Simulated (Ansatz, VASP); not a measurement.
**HfO2: VASP beside Ansatz**

POSCAR

```
HfO2
1.0
    4.9386123112      0.0000000000      0.0000000000
    0.0000000000      4.9386123112      0.0000000000
    0.0000000000      0.0000000000      3.2887146594
Hf O
2 4
Direct
    0.0000000000      0.0000000000      0.0000000000
    0.5000000000      0.5000000000      0.5000000000
    0.1949600000      0.8050400000      0.5000000000
    0.3050400000      0.3050400000      0.0000000000
    0.6949600000      0.6949600000      0.0000000000
    0.8050400000      0.1949600000      0.5000000000
```

File INCAR.step1:

```
PREC = Accurate
ENCUT = 520
ISMEAR = 0
SIGMA = 0.01
LREAL = F
LASPH = T
NELM = 100
NBANDS = 31
GGA = PE
ALGO = Normal
EDIFF = 1E-4
LWAVE = T
LCHARG = F
```

File INCAR.step2:

```
PREC = Accurate
ENCUT = 520
EDIFF = 1E-7
ISMEAR = 0
SIGMA = 0.01
LREAL = F
LASPH = T
NELM = 100
ALGO = Normal
ISIF = 2
LWAVE = F
LCHARG = T
METAGGA = R2SCAN
LMIXTAU = T
LELF = T
LVHAR = T
NBANDS = 31
ISTART = 1
```

KPOINTS

```
Automatic mesh
0
Gamma
  4 4 6
```

Input for Ansatz:

```yaml
crystal:
  lattice:
    - [4.938612311164008, 0.0, 0.0]
    - [0.0, 4.938612311164008, 0.0]
    - [0.0, 0.0, 3.2887146593978507]
  atoms:
    - { symbol: Hf, position: [0.0, 0.0, 0.0] }
    - { symbol: Hf, position: [0.5, 0.5, 0.5] }
    - { symbol: O, position: [0.19496, 0.80504, 0.5] }
    - { symbol: O, position: [0.30504, 0.30504, 0.0] }
    - { symbol: O, position: [0.69496, 0.69496, 0.0] }
    - { symbol: O, position: [0.80504, 0.19496, 0.5] }
basis:
  ecutwfc: 600.0
kpoints:
  mp_grid:
    grid: [4, 4, 6]
hamiltonian:
  xc: r2scan
scf:
  occupations:
    method: fixed
output:
  stress: true
```

Alike in both runs: task single point; functional r2SCAN; k mesh 4 × 4 × 6; no spin polarisation.

|  | VASP | Ansatz |
| --- | --- | --- |
| version | VASP 6.6.1 | Ansatz 0.2.0 |
| potentials or method | VASP PAW PBE potentials, release 64 (Hf_pv, O), cutoff 520 eV | plane waves, PAW |
| occupations | gaussian, width 0.01 eV | fixed |
| valence electrons in the cell | 44 | 76 |

Ansatz gave:

| Property | Result |
| --- | --- |
| pressure (GPa) | -12.8 |
| traceless stress, the component that is largest in VASP (GPa) | -2.38 |

Question: Which values does VASP return?

Answer: Pressure (GPa): -15.6; traceless stress, the component that is largest in VASP (GPa): -2.89.

VASP's potentials were made for PBE, not for r2SCAN. VASP's potentials hold 44 valence electrons a cell and Ansatz's 76, so a difference there can come from the potentials and not from the codes.

Spin-orbit coupling is off throughout.
